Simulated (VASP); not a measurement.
MgNi3Te4, 8 atoms in the cell. The structure is trigonal, space group P-3m1 (No. 164). The conventional cell has a = 4.102 Å, b = 4.102 Å, c = 11.235 Å, α = 90.00°, β = 90.00°, γ = 120.00°. Within 3.9 Å of Mg (site symmetry -3m) lie 2 Ni at 2.94 Å and 6 Te at 2.95 Å. Ni (site symmetry -3m) has 2 Ni at 2.68 Å and 6 Te at 2.68 Å within 3.5 Å. Ni (site symmetry 3m) has 6 Te at 2.65 to 2.76 Å and 1 Ni at 2.68 Å and 1 Mg at 2.94 Å within 3.5 Å. Te (site symmetry 3m) has 3 Ni at 2.65 Å and 3 Mg at 2.95 Å within 3.5 Å. Te (site symmetry 3m) has 6 Ni at 2.68 to 2.76 Å and 3 Te at 3.44 Å within 3.5 Å. 

```yaml
Program: VASP 6.6.1
Task: single point
Functional: PBE
Potentials_or_basis: VASP PAW PBE potentials, release 64 (Mg, Ni, Te)
Cutoff: 520 eV
k_mesh: 12 × 12 × 4
Occupations: gaussian, width 0.1 eV
Spin: no spin polarisation
Dipole_correction: no
Further_INCAR_settings: ALGO = Normal; EDIFF = 1e-06; NBANDS = 38
```

Potentials or basis: VASP PAW PBE potentials, release 64 (Mg, Ni, Te).

Launch:

```bash
$ cat potpaw_PBE.64/Mg/POTCAR potpaw_PBE.64/Ni/POTCAR potpaw_PBE.64/Te/POTCAR > POTCAR
$ mpirun -np 1 vasp_std > vasp.out
```

Hardware: 1 thread of Oxide Virtual Turin-like Processor (shared host).

Problem. How long does it take, and how much memory?

Solution. Wall time 13 min on 1 thread of Oxide Virtual Turin-like Processor, on a shared host, peak memory 0.5 GiB. Counts: scf iterations 19, k points 69.
